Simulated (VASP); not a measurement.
**SiC: vibrations by perturbation theory with PBE**

Crystal: SiC.

```
Si C
1.0
     3.09194    0.00000    0.00000
    -1.54597    2.67770    0.00000
     0.00000    0.00000    5.07429
Si C
2 2
Direct
  0.33333 0.66667 0.49958
  0.66667 0.33333 0.99958
  0.33333 0.66667 0.87542
  0.66667 0.33333 0.37542
```

| Quantity | Value |
| --- | --- |
| Program | VASP 6.6.1 |
| Task | vibrations by perturbation theory |
| Functional | PBE |
| Potentials or basis | VASP PAW PBE potentials, release 64 (Si, C) |
| Cutoff | 520 eV |
| k mesh | 12 × 12 × 6 |
| Occupations | gaussian, width 0.01 eV |
| Spin | no spin polarisation |
| Dipole correction | no |
| Further INCAR settings | ALGO = Normal; EDIFF = 1e-08; NBANDS = 16; IBRION = 8; NSW = 1 |

| Quantity | Value |
| --- | --- |
| Electronic dielectric tensor (diagonal) | 6.96, 6.96, 7.33 |
| Born charges (mean of the diagonal) | Si +2.71; C -2.71 e |
| Highest phonon frequency at Γ, LO-TO splitting left out | 815 cm⁻¹ |

Phonon frequencies in cm⁻¹ (negative: imaginary):
```csv
q point,frequencies
"(0.000, 0.000, 0.000)",0 0 0 257 257 585 743 743 749 779 779 815
```

Electronic dielectric tensor:
```
6.96 0.00 0.00
0.00 6.96 0.00
0.00 0.00 7.33
```

Born effective charge tensors (e):
atom 1, Si
```
2.65 0.00 0.00
0.00 2.65 0.00
0.00 0.00 2.84
```
atom 2, Si
```
2.65 0.00 0.00
0.00 2.65 0.00
0.00 0.00 2.84
```
atom 3, C
```
-2.65  0.00  0.00
 0.00 -2.65  0.00
 0.00  0.00 -2.84
```
atom 4, C
```
-2.65  0.00  0.00
 0.00 -2.65  0.00
 0.00  0.00 -2.84
```

Wall time 7.3 min on 1 thread of Intel(R) Xeon(R) 6975P-C (Granite Rapids) (shared host), peak memory 0.68 GiB.
